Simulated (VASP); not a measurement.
## BiRu: single point with LDA

Crystal: BiRu.

```xyz
2
Lattice="0.0000 2.8288 2.8288 2.8288 0.0000 2.8288 2.8288 2.8288 0.0000" Properties=species:S:1:pos:R:3 pbc="T T T"
Ru    0.0000    0.0000    0.0000
Bi    2.8288    2.8288    2.8288
```

| Quantity | Value |
| --- | --- |
| Program | VASP 6.6.1 |
| Task | single point |
| Functional | LDA |
| Potentials or basis | VASP PAW LDA potentials, release 64 (Ru_pv, Bi_d) |
| Cutoff | 500 eV |
| k mesh | 6 × 6 × 6 |
| Occupations | fermi-dirac, width 0.1 eV |
| Spin | no spin polarisation |
| Dipole correction | no |
| Further INCAR settings | ALGO = Normal; EDIFF = 1e-06; NBANDS = 22 |

The pressure is -12.7 GPa and the band gap on the k mesh is zero (an odd number of electrons rules out a gap without spin polarisation).

Levels at points of the mesh, in eV from the Fermi level:
| k point | band 10 | band 11 | band 12 | band 13 | band 14 | band 15 | band 16 | band 17 | band 18 | band 19 |
| --- | --- | --- | --- | --- | --- | --- | --- | --- | --- | --- |
| (0.00, 0.00, 0.00) | -1.34 | -1.34 | -1.34 | -1.14 | -1.14 | 1.88 | 1.88 | 1.88 | 4.61 | 7.67 |
| (0.50, 0.00, 0.00) | -5.47 | -3.12 | -3.12 | -0.68 | -0.68 | -0.13 | 4.34 | 5.29 | 5.29 | 6.87 |
| (0.50, 0.50, 0.00) | -3.91 | -2.13 | -0.79 | -0.78 | -0.78 | -0.32 | -0.32 | 0.52 | 2.64 | 7.92 |

Run time: 23 s on 1 thread of Intel(R) Xeon(R) Platinum 8259CL CPU @ 2.50GHz (Skylake/Cascade Lake), on a shared host, peak memory 0.15 GiB.

Caveat: the cell stands under tension; spin-orbit coupling is left out, which moves the levels of the heavy elements.
